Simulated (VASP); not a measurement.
Here is a VASP 6.6.1 calculation.

File INCAR:

```
PREC = Accurate ; ENCUT = 520
EDIFF = 1E-7 ; ISMEAR = 1
SIGMA = 0.05 ; LREAL = F
LASPH = T ; NELM = 80
ALGO = Normal ; ISIF = 2
LWAVE = F ; LCHARG = F
GGA = PE ; NBANDS = 17
```

File KPOINTS:

```
regular mesh
0
Gamma
  14 14 14
```

Contents of POSCAR:

```
Pt
1.0
    0.0000000000      2.8863828826      2.8863828826
    2.8863828826      0.0000000000      2.8863828826
    2.8863828826      2.8863828826      0.0000000000
Pt
2
Direct
    0.0000000000      0.0000000000      0.0000000000
    0.2500000000      0.2500000000      0.2500000000
```

Potentials or basis: VASP PAW PBE potentials, release 64 (Pt).

The run is started by

```console
$ cat potpaw_PBE.64/Pt/POTCAR > POTCAR
$ mpirun -np 1 vasp_std > vasp.out
```

(1) Estimate the pressure.

(2) Predict the band gap on the k mesh.

## Answers

(1) -0.4 GPa.

(2) zero (bands 10 and 11 overlap by 0.60 eV).

Caveat: spin-orbit coupling is left out, which moves the levels of the heavy elements.
